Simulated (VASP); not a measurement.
# SiH2C in VASP: further runs

SiH2C is run at these levels: PBE; tasks: single point.

All numbers are computed with VASP 6.6.1; they aren't measurements. Logs are shortened: lines on timing, memory, paths and dates and some standing lists are left out, and cuts for length are marked.

## (1) The cell of the first run

The cell holds a wire or tube with vacuum around it, 28 atoms: a = 16.100 Å, b = 15.700 Å, c = 5.074 Å, α = 90.00°, β = 90.00°, γ = 90.00°.

## (2) Single point, PBE

The input, INCAR:

```
SYSTEM = SiH2C
PREC = Accurate ; ENCUT = 520
EDIFF = 1E-7 ; ISMEAR = 0
SIGMA = 0.05 ; LREAL = Auto
LASPH = .True. ; NELM = 60
ALGO = Normal ; ISIF = 2
LWAVE = .False. ; LCHARG = .False.
GGA = PE ; NBANDS = 55
```

The input, KPOINTS:

```
Automatic mesh
0
Gamma
  1 1 7
  0 0 0
```

The input, POSCAR:

```
SiH2C
1.0
   16.1000000000      0.0000000000      0.0000000000
    0.0000000000     15.7000000000      0.0000000000
    0.0000000000      0.0000000000      5.0740210508
Si C H
7 7 14
Direct
    0.3559736077      0.4431518391      0.0045635118
    0.5480087974      0.4431518391      0.0045635118
    0.4519912026      0.6136963218      0.0045635118
    0.4519912026      0.3863036782      0.5045635118
    0.3559736077      0.5568481609      0.5045635118
    0.6440263923      0.3863036782      0.5045635118
    0.5480087974      0.5568481609      0.5045635118
    0.3559736077      0.4431518391      0.3804364882
    0.5480087974      0.4431518391      0.3804364882
    0.4519912026      0.6136963218      0.3804364882
    0.4519912026      0.3863036782      0.8804364882
    0.3559736077      0.5568481609      0.8804364882
    0.6440263923      0.3863036782      0.8804364882
    0.5480087974      0.5568481609      0.8804364882
    0.2803926070      0.3984033646      0.9068559544
    0.4519912026      0.7031932707      0.9068559544
    0.4519912026      0.2968067293      0.4068559544
    0.2803926070      0.6015966354      0.4068559544
    0.6440263923      0.2968067293      0.4068559544
    0.7196073930      0.4310521526      0.4068559544
    0.6235897982      0.6015966354      0.4068559544
    0.3006828085      0.4104163779      0.4519138288
    0.4519912026      0.6791672442      0.4519138288
    0.4519912026      0.3208327558      0.9519138288
    0.3006828085      0.5895836221      0.9519138288
    0.6440263923      0.3208327558      0.9519138288
    0.6993171915      0.4190391394      0.9519138288
    0.6032995966      0.5895836221      0.9519138288
```

Potentials or basis: VASP PAW PBE potentials, release 64 (Si, C, H).

On the command line:

```
$ cat potpaw_PBE.64/Si/POTCAR potpaw_PBE.64/C/POTCAR potpaw_PBE.64/H/POTCAR > POTCAR
$ mpirun -np 1 vasp_std > vasp.out
```

OUTCAR:

```text
SYSTEM = SiH2C
   PREC = Accurate
   ENCUT = 520
   EDIFF = 1E-7
   ISMEAR = 0
   LREAL = Auto
   LASPH = .True.
   NELM = 60
   ISIF = 2
   GGA = PE

 ion  position               nearest neighbor table
   1  0.356  0.443  0.005-  15 1.49  12 1.89  11 1.89   8 1.91   2 3.09   3 3.09   5 3.10   5 3.10
                             4 3.10   4 3.10
   2  0.548  0.443  0.005-  11 1.89  14 1.89  13 1.89   9 1.91   3 3.09   1 3.09   4 3.10   4 3.10
                             7 3.10   7 3.10   6 3.10   6 3.10
   3  0.452  0.614  0.005-  16 1.49  14 1.89  12 1.89  10 1.91   2 3.09   1 3.09   7 3.10   7 3.10
                             5 3.10   5 3.10
   4  0.452  0.386  0.505-  17 1.49   9 1.89   8 1.89  11 1.91   7 3.09   6 3.09   5 3.09   2 3.10
                             2 3.10   1 3.10   1 3.10
   5  0.356  0.557  0.505-  18 1.49   8 1.89  10 1.89  12 1.91   7 3.09   4 3.09   1 3.10   1 3.10
                             3 3.10   3 3.10
   6  0.644  0.386  0.505-  20 1.49  19 1.49   9 1.89  13 1.91   4 3.09   7 3.09   2 3.10   2 3.10

   7  0.548  0.557  0.505-  21 1.49  10 1.89   9 1.89  14 1.91   4 3.09   5 3.09   6 3.09   3 3.10
                             3 3.10   2 3.10   2 3.10
   8  0.356  0.443  0.380-  22 1.09   5 1.89   4 1.89   1 1.91
   9  0.548  0.443  0.380-   4 1.89   7 1.89   6 1.89   2 1.91
  10  0.452  0.614  0.380-  23 1.09   7 1.89   5 1.89   3 1.91
  11  0.452  0.386  0.880-  24 1.09   2 1.89   1 1.89   4 1.91
  12  0.356  0.557  0.880-  25 1.09   1 1.89   3 1.89   5 1.91
  13  0.644  0.386  0.880-  27 1.09  26 1.09   2 1.89   6 1.91
  14  0.548  0.557  0.880-  28 1.09   3 1.89   2 1.89   7 1.91
  15  0.280  0.398  0.907-   1 1.49
  16  0.452  0.703  0.907-   3 1.49
  17  0.452  0.297  0.407-   4 1.49
  18  0.280  0.602  0.407-   5 1.49
  19  0.644  0.297  0.407-   6 1.49
  20  0.720  0.431  0.407-   6 1.49
  21  0.624  0.602  0.407-   7 1.49
  22  0.301  0.410  0.452-   8 1.09
  23  0.452  0.679  0.452-  10 1.09
  24  0.452  0.321  0.952-  11 1.09
  25  0.301  0.590  0.952-  12 1.09
  26  0.644  0.321  0.952-  13 1.09
  27  0.699  0.419  0.952-  13 1.09
  28  0.603  0.590  0.952-  14 1.09

  LATTYP: Found a simple orthorhombic cell.
 ALAT       =     5.0740210508
 B/A-ratio  =     3.0941929178
 C/A-ratio  =     3.1730258583

  Lattice vectors:

 A1 = (   0.0000000000,   0.0000000000,  -5.0740210508)
 A2 = (   0.0000000000,  15.7000000000,   0.0000000000)
 A3 = (  16.1000000000,   0.0000000000,   0.0000000000)

Analysis of symmetry for initial positions (statically):
=====================================================================
 Subroutine PRICEL returns:
 Original cell was already a primitive cell.

 Routine SETGRP: Setting up the symmetry group for a
 simple orthorhombic supercell.

 Subroutine GETGRP returns: Found  1 space group operations
 (whereof  1 operations were pure point group operations)
 out of a pool of  8 trial point group operations.

The static configuration has the point symmetry C_1 .

Analysis of symmetry for dynamics (positions and initial velocities):
=====================================================================
 Subroutine PRICEL returns:
 Original cell was already a primitive cell.

 Routine SETGRP: Setting up the symmetry group for a
 simple orthorhombic supercell.

 Subroutine GETGRP returns: Found  1 space group operations
 (whereof  1 operations were pure point group operations)
 out of a pool of  8 trial point group operations.

The dynamic configuration has the point symmetry C_1 .

 Subroutine INISYM returns: Found  1 space group operations
 (whereof  1 operations are pure point group operations),
 and found     1 'primitive' translations

----------------------------------------------------------------------------------------

                                     Primitive cell

  volume of cell :    1282.5603

  direct lattice vectors                    reciprocal lattice vectors
    16.100000000  0.000000000  0.000000000     0.062111801  0.000000000  0.000000000
     0.000000000 15.700000000  0.000000000     0.000000000  0.063694268  0.000000000
     0.000000000  0.000000000  5.074021051     0.000000000  0.000000000  0.197082351

  length of vectors
    16.100000000 15.700000000  5.074021051     0.062111801  0.063694268  0.197082351

  position of ions in fractional coordinates (direct lattice)
     0.355973608  0.443151839  0.004563512
     0.548008797  0.443151839  0.004563512
     0.451991203  0.613696322  0.004563512
     0.451991203  0.386303678  0.504563512
     0.355973608  0.556848161  0.504563512
     0.644026392  0.386303678  0.504563512
[... 20 lines left out ...]
     0.699317192  0.419039139  0.951913829
     0.603299597  0.589583622  0.951913829

  ion indices of the primitive-cell ions
   primitive index   ion index
                 1           1
                 2           2
                 3           3
                 4           4
                 5           5
                 6           6
[... 20 lines left out ...]
                27          27
                28          28

----------------------------------------------------------------------------------------

 KPOINTS: Automatic mesh

Automatic generation of k-mesh.
 Grid dimensions read from file:
 generate k-points for:    1    1    7

 Generating k-lattice:

  Cartesian coordinates                     Fractional coordinates (reciprocal lattice)
     0.062111801  0.000000000  0.000000000     1.000000000  0.000000000  0.000000000
     0.000000000  0.063694268  0.000000000     0.000000000  1.000000000  0.000000000
     0.000000000  0.000000000  0.028154622     0.000000000  0.000000000  0.142857143

  Length of vectors
     0.062111801  0.063694268  0.028154622

  Shift w.r.t. Gamma in fractional coordinates (k-lattice)
     0.000000000  0.000000000  0.000000000

 Subroutine IBZKPT returns following result:
 ===========================================

 Found      4 irreducible k-points:

 Following reciprocal coordinates:
            Coordinates               Weight
  0.000000  0.000000  0.000000      1.000000
  0.000000  0.000000  0.142857      2.000000
  0.000000  0.000000  0.285714      2.000000
  0.000000  0.000000  0.428571      2.000000
   k-points           NKPTS =      4   k-points in BZ     NKDIM =      4   number of bands    NBANDS=     55
   number of dos      NEDOS =    301   number of ions     NIONS =     28
   total plane-waves  NPLWV = 576000
   dimension x,y,z NGX =   120 NGY =  120 NGZ =   40
   dimension x,y,z NGXF=   240 NGYF=  240 NGZF=   80
   ions per type =               7   7  14
   NGX,Y,Z   is equivalent  to a cutoff of  12.39, 12.71, 13.11 a.u.
   NGXF,Y,Z  is equivalent  to a cutoff of  24.78, 25.41, 26.21 a.u.
 SYSTEM =  SiH2C
   PREC   = accura    normal or accurate (medium, high low for compatibility)
   ISTART =      0    job   : 0-new  1-cont  2-samecut
   ICHARG =      2    charge: 1-file 2-atom 10-const
   ISPIN  =      1    spin polarized calculation?
   LNONCOLLINEAR =      F non collinear calculations
   LSORBIT =      F    spin-orbit coupling
   LASPH  =      T    aspherical Exc in radial PAW
   ENCUT  =  520.0 eV  38.22 Ry    6.18 a.u.  29.94 29.19  9.43*2*pi/ulx,y,z
   NELM   =     60;   NELMIN=  2; NELMDL= -5     # of ELM steps
   EDIFF  = 0.1E-06   stopping-criterion for ELM
   LREAL  =      T    real-space projection
   EDIFFG = 0.1E-05   stopping-criterion for IOM
   NSW    =      0    number of steps for IOM
   IBRION =     -1    ionic relax: 0-MD 1-quasi-New 2-CG
   NFREE  =      0    steps in history (QN), initial steepest desc. (CG)
   ISIF   =      2    stress and relaxation
   ISYM   =      2    0-nonsym 1-usesym 2-fastsym
   POTIM  = 0.5000    time-step for ionic-motion
   TEBEG  =    0.0;   TEEND  =   0.0 temperature during run
   PSTRESS=    0.0 pullay stress
   NELECT =      70.0000    total number of electrons
   NUPDOWN=      -1.0000    fix difference up-down
   EMIN   =  10.00;   EMAX   =-10.00  energy-range for DOS
   EFERMI =   0.00;   METHOD = LEGACY
   ISMEAR =     0;   SIGMA  =   0.05  broadening in eV -4-tet -1-fermi 0-gaus
   EFERMI_NEDOS =   21; number of points for ismear=-14 and -15
   IALGO  =     38    algorithm
   IMIX   =      4    mixing-type and parameters
     AMIX     =   0.40;   BMIX     =  1.00
     AMIX_MAG =   1.60;   BMIX_MAG =  1.00
  volume/ion in A,a.u.               =      45.81       309.11
  Fermi-wavevector in a.u.,A,eV,Ry     =   0.620986  1.173493  5.246722  0.385623
  Thomas-Fermi vector in A             =   1.680330
   LORBIT       =      0    0 simple, 1 ext, 2 COOP (PROOUT), +10 PAW based schemes
   GGA     = PE    functional components
   LHFCALC =     F    Hartree Fock is set to
   AEXX    =    0.0000 exact exchange contribution
   IVDW    =     0    specifies the selected vdW correction
   LEPSILON=     F    determine dielectric tensor
   LRPA    =     F    only Hartree local field effects (RPA)
 non-spin polarized calculation
 Gauss-broadening in eV      SIGMA  =   0.05
  energy-cutoff  :      520.00
  volume of cell :     1282.56
 maximum number of plane-waves:     34595
 NGX is ok and might be reduce to   120
   NGX = 59   NGY = 59   NGZ = 19

 number of electron      70.0000002 magnetization

 Free energy of the ion-electron system (eV)
  ---------------------------------------------------
  ext. energy  EPLUGINS =         0.00000000
  ---------------------------------------------------
  free energy    TOTEN  =      -153.08115458 eV

  energy without entropy =     -153.08115458  energy(sigma->0) =     -153.08115458

 E-fermi :  -3.8617     XC(G=0):  -2.4846

 val. band max:       -4.1389959476   @ k =   0.0000   0.0000   0.0000
 cond. band min:       0.3973668927   @ k =   0.0000   0.0000   0.0000
 fundamental gap:      4.5363628403
 Fermi energy:        -3.8617303863

 k-point     1 :       0.0000    0.0000    0.0000
  band No.  band energies     occupation
      1     -17.4702      2.00000
      2     -16.2766      2.00000
      3     -15.9303      2.00000
      4     -15.0817      2.00000
      5     -14.5200      2.00000
      6     -14.2976      2.00000
[... 39 lines left out ...]
     46       2.0254      0.00000
     47       2.1508      0.00000
[... 108 lines left out ...]
      6     -14.9231      2.00000
[... 39 lines left out ...]
     46       2.3354      0.00000
     47       2.4558      0.00000
 [bands above 47 left out]

------------------------ aborting loop because EDIFF is reached ----------------------------------------

  FORCE on cell =-STRESS in cart. coord.  units (eV):
  Direction    XX          YY          ZZ          XY          YZ          ZX
  --------------------------------------------------------------------------------------
  -------------------------------------------------------------------------------------
  Total       -0.1631215      0.0358316      4.3569939      0.1582980      0.0684738     -0.1231195
  in kB       -0.2037717      0.0447609      5.4427669      0.1977462      0.0855376     -0.1538012
  external PRESSURE =       1.7612520 kB  Pullay stress =       0.0000000 kB

 VOLUME and BASIS-vectors are now :
 -----------------------------------------------------------------------------
  energy-cutoff  :      520.00
  volume of cell :     1282.56
      direct lattice vectors                 reciprocal lattice vectors
    16.100000000  0.000000000  0.000000000     0.062111801  0.000000000  0.000000000
     0.000000000 15.700000000  0.000000000     0.000000000  0.063694268  0.000000000
     0.000000000  0.000000000  5.074021051     0.000000000  0.000000000  0.197082351

 POSITION                                       TOTAL-FORCE (eV/Angst)
 -----------------------------------------------------------------------------------
      5.73118      6.95748      0.02316         0.082075      0.049995      0.356868
      8.82294      6.95748      0.02316         0.308464     -0.177027      0.227586
      7.27706      9.63503      0.02316        -0.003122     -0.096145      0.355944
      7.27706      6.06497      2.56017        -0.105507      0.277485      0.300058
      5.73118      8.74252      2.56017         0.107355     -0.062607      0.358093
     10.36882      6.06497      2.56017        -0.272420      0.159616      0.495651
[... 20 lines left out ...]
     11.25901      6.57891      4.83003         0.276329      0.038012      0.113213
      9.71312      9.25646      4.83003         0.279397      0.158434      0.136613
 -----------------------------------------------------------------------------------
    total drift:                                0.002361      0.008383     -0.020686

  FREE ENERGIE OF THE ION-ELECTRON SYSTEM (eV)
  ---------------------------------------------------
  free  energy   TOTEN  =      -153.0811545841 eV

  energy  without entropy=     -153.0811545841  energy(sigma->0) =     -153.08115458
```

It took 9.2 min on 1 thread of Intel Xeon 6975P-C (Granite Rapids), shared host; peak memory 1 GiB.

Results:

* Free energy: -153.0812 eV
* Largest force: 0.897 eV/Å
* Band gap on the k mesh: 4.54 eV

Forces in eV/Å, atoms in the order of the input:
```
Si   0.082  0.050  0.357
Si   0.308 -0.177  0.228
Si  -0.003 -0.096  0.356
Si  -0.106  0.277  0.300
Si   0.107 -0.063  0.358
Si  -0.272  0.160  0.496
Si  -0.291 -0.049  0.300
C    0.571  0.333 -0.515
C    0.009 -0.004 -0.173
C    0.005 -0.665 -0.513
C   -0.031  0.734 -0.500
C    0.619 -0.364 -0.529
C   -0.477  0.282 -0.705
C   -0.652 -0.339 -0.501
H   -0.168 -0.091  0.042
H   -0.005  0.191  0.042
H    0.031 -0.186  0.029
H   -0.162  0.094  0.038
H    0.052 -0.101 -0.014
H    0.113  0.005 -0.014
H    0.176  0.066  0.029
H   -0.288 -0.157  0.129
H   -0.009  0.327  0.129
H    0.002 -0.322  0.137
H   -0.271  0.156  0.132
H    0.105 -0.259  0.113
H    0.276  0.038  0.113
H    0.279  0.158  0.137
```

Levels at points of the mesh, in eV from the valence-band top:
```tsv
k point	band 31	band 32	band 33	band 34	band 35	band 36	band 37	band 38	band 39	band 40
(0.00, 0.00, 0.00)	-1.09	-0.58	-0.22	-0.08	0.00	4.54	4.63	4.82	4.88	4.95
```

## (3) Single point, PBE

This run uses another cell than the first one.

The input, INCAR:

```
SYSTEM = SiH2C
PREC     = Accurate       ! precision mode
ENCUT    = 520            ! plane-wave cutoff, eV
EDIFF    = 1E-7           ! SCF threshold, eV
ISMEAR   = 0              ! smearing method
SIGMA    = 0.05           ! smearing width, eV
LREAL    = Auto         
LASPH    = .TRUE.         ! aspherical terms in the spheres
NELM     = 100            ! most SCF steps
ALGO     = Normal         ! electronic algorithm
ISIF     = 2              ! what is computed and relaxed
LWAVE    = .FALSE.        ! write WAVECAR
LCHARG   = .FALSE.        ! write CHGCAR
GGA      = PE             ! functional
NBANDS   = 55             ! bands
```

The input, KPOINTS:

```
Automatic mesh
0
G
  1 1 7
  0 0 0
```

The input, POSCAR:

```
SiH2C
1.0
   16.1000000000      0.0000000000      0.0000000000
    0.0000000000     15.7000000000      0.0000000000
    0.0000000000      0.0000000000      5.1896414234
Si C H
7 7 14
Direct
    0.3567279706      0.4439095662      0.0080819146
    0.5485120483      0.4428541949      0.0062662194
    0.4517286483      0.6126460980      0.0080836853
    0.4521247530      0.3881080536      0.5073977500
    0.3563867547      0.5566032517      0.5083369538
    0.6429866951      0.3869190145      0.5081874870
    0.5465530396      0.5558262817      0.5073969236
    0.3579877889      0.4447664193      0.3738419434
    0.5483383387      0.4429559480      0.3755642300
    0.4516356129      0.6110993764      0.3738430993
    0.4519270036      0.3892663440      0.8744160703
    0.3576969242      0.5558282126      0.8739846788
    0.6427255069      0.3870739887      0.8723171878
    0.5454752774      0.5554248036      0.8744158322
    0.2794017822      0.3981019507      0.9245043173
    0.4517488537      0.7042242455      0.9245122066
    0.4521406747      0.2965356795      0.4233814799
    0.2791394011      0.6023418064      0.4238068629
    0.6450268013      0.2967010361      0.4141051938
    0.7201964789      0.4302167851      0.4141055522
    0.6238944393      0.6015977936      0.4233783486
    0.3021142139      0.4108253636      0.4414090314
    0.4523652824      0.6776901200      0.4414148454
    0.4515780855      0.3223822477      0.9394728352
    0.3014498127      0.5891273680      0.9412615883
    0.6446831751      0.3208893931      0.9417181592
    0.6995988905      0.4184263860      0.9417144318
    0.6017853671      0.5891766624      0.9394696542
```

Potentials or basis: VASP PAW PBE potentials, release 64 (Si, C, H).

On the command line:

```
$ cat potpaw_PBE.64/Si/POTCAR potpaw_PBE.64/C/POTCAR potpaw_PBE.64/H/POTCAR > POTCAR
$ mpirun -np 1 vasp_std > vasp.out
```

It took 9.4 min on 1 thread of Intel Xeon 6975P-C (Granite Rapids), shared host; peak memory 1 GiB.

It converged, with:

```
Free energy            : -153.2785 eV
Largest force          : 0.026 eV/Å
Band gap on the k mesh : 4.54 eV
```

Forces in eV/Å, atoms in the order of the input:
```
Si  -0.005 -0.001 -0.008
Si  -0.003  0.002  0.001
Si   0.000  0.005 -0.009
Si   0.009 -0.009 -0.005
Si  -0.009  0.005 -0.003
Si   0.008 -0.006 -0.016
Si   0.012 -0.005 -0.002
C    0.013  0.007 -0.012
C    0.007  0.002  0.000
C   -0.001 -0.017 -0.012
C   -0.002  0.019 -0.008
C    0.014 -0.007 -0.009
C   -0.019  0.008 -0.014
C   -0.017 -0.002 -0.008
H    0.009  0.006  0.006
H   -0.001 -0.012  0.006
H   -0.004  0.014  0.006
H    0.012 -0.007  0.006
H    0.000  0.010  0.005
H   -0.009 -0.006  0.005
H   -0.015 -0.004  0.006
H   -0.018 -0.011  0.011
H   -0.001  0.021  0.011
H    0.002 -0.025  0.008
H   -0.020  0.012  0.010
H    0.002 -0.015  0.008
H    0.014  0.005  0.008
H    0.022  0.010  0.008
```

Levels at points of the mesh, in eV from the valence-band top:
```
           k point  band 32  band 33  band 34  band 35  band 36  band 37  band 38  band 39
(0.00, 0.00, 0.00)    -0.51    -0.14    -0.14     0.00     4.54     4.70     4.98     5.01
```
